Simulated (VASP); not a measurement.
Write the native input for VASP 6.6.1 that does the following.

- Task: single point
- Functional: PBE
- Potentials or basis: VASP PAW PBE potentials, release 64 (Ag)
- Cutoff: 500 eV
- k mesh: 18 × 18 × 18
- Occupations: gaussian, width 0.1 eV
- Spin: no spin polarisation
- Dipole correction: no
- Further INCAR settings: ALGO = Normal; EDIFF = 1e-06; NBANDS = 12

The structure of Ag lies in POSCAR:

```
Ag
1.0
    0.0000000000      2.0739533068      2.0739533068
    2.0739533068      0.0000000000      2.0739533068
    2.0739533068      2.0739533068      0.0000000000
Ag
1
Direct
    0.0000000000      0.0000000000      0.0000000000
```

These files were run (other wordings do the same):

INCAR

```
SYSTEM = Ag
ALGO = Normal ; EDIFF = 1E-6
ENCUT = 500 ; GGA = PE
GGA_COMPAT = .FALSE. ; ISIF = 2
ISMEAR = 0 ; LASPH = .TRUE.
LCHARG = .FALSE. ; LREAL = .FALSE.
LWAVE = .FALSE. ; NBANDS = 12
NELM = 120 ; PREC = Accurate
SIGMA = 0.1
```

KPOINTS

```
k-points
0
G
  18 18 18
  0 0 0
```

Potentials or basis: VASP PAW PBE potentials, release 64 (Ag).

Command:

```bash
$ cat potpaw_PBE.64/Ag/POTCAR > POTCAR
$ mpirun -np 1 vasp_std > vasp.out
```

It gave:

* Pressure: -0.1 GPa

Wall time 44 s on 1 thread of Intel Xeon 8259CL, on a shared host, peak memory 0.17 GiB.
